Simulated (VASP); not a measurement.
**Co: single point with r2SCAN**

Co:

```
CELL_PARAMETERS angstrom
2.48692 0.00000 0.00000
-1.24346 2.15374 0.00000
0.00000 0.00000 8.14180
ATOMIC_POSITIONS crystal
Co 0.66667 0.33333 0.75000
Co 0.00000 0.00000 0.50000
Co 0.33333 0.66667 0.25000
Co 0.00000 0.00000 0.00000
```

* Program: VASP 6.6.1
* Task: single point
* Functional: r2SCAN
* Potentials or basis: VASP PAW PBE potentials, release 64 (Co)
* Cutoff: 520 eV
* k mesh: 12 × 12 × 4
* Occupations: fermi-dirac, width 0.05 eV
* Spin: collinear spin, ferromagnetic start
* Starting moments: [2.0, 2.0, 2.0, 2.0] μB
* Dipole correction: no
* Further INCAR settings: ALGO = Normal; EDIFF = 1e-06; NBANDS = 30

```yaml
Pressure: -4.6 GPa
Net_moment: 7.07 μB per cell
Site_moments: Co +1.85, +1.82 (each value once) μB
Valence_electrons_inside_the_program's_atomic_spheres: Co 8.28, 8.29 (each value once)
```

Levels at points of the mesh, in eV from the Fermi level:
Spin up:
```tsv
k point	band 19	band 20	band 21	band 22	band 23	band 24	band 25	band 26
(0.00, 0.00, 0.00)	-2.45	-2.06	-2.06	-1.68	-1.68	-0.53	5.83	14.75
(0.50, 0.00, 0.00)	-1.34	-1.33	-0.02	1.14	2.02	2.74	6.68	6.69
(0.00, 0.00, 0.50)	-2.42	-2.42	-1.85	-1.85	-1.85	-1.85	9.00	9.00
(0.50, 0.00, 0.50)	-1.39	-1.39	0.78	0.78	2.46	2.46	7.10	7.10
```
Spin down:
| k point | band 11 | band 12 | band 13 | band 14 | band 15 | band 16 | band 17 | band 18 |
| --- | --- | --- | --- | --- | --- | --- | --- | --- |
| (0.00, 0.00, 0.00) | -1.07 | -1.05 | -0.91 | -0.91 | -0.85 | -0.85 | 0.45 | 0.45 |
| (0.50, 0.00, 0.00) | -0.88 | -0.05 | -0.04 | 0.15 | 1.04 | 1.23 | 1.27 | 1.31 |
| (0.00, 0.00, 0.50) | -1.07 | -1.07 | -0.97 | -0.97 | -0.97 | -0.97 | 0.57 | 0.57 |
| (0.50, 0.00, 0.50) | -0.74 | -0.74 | -0.45 | -0.45 | 0.93 | 0.93 | 1.34 | 1.34 |

Run time: 7.5 min on 1 thread of Oxide Virtual Turin-like Processor, with other jobs on the host, peak memory 0.21 GiB.

Caveat: the cell stands under tension; the PAW data sets were made with another functional, which shifts forces and pressure a little.
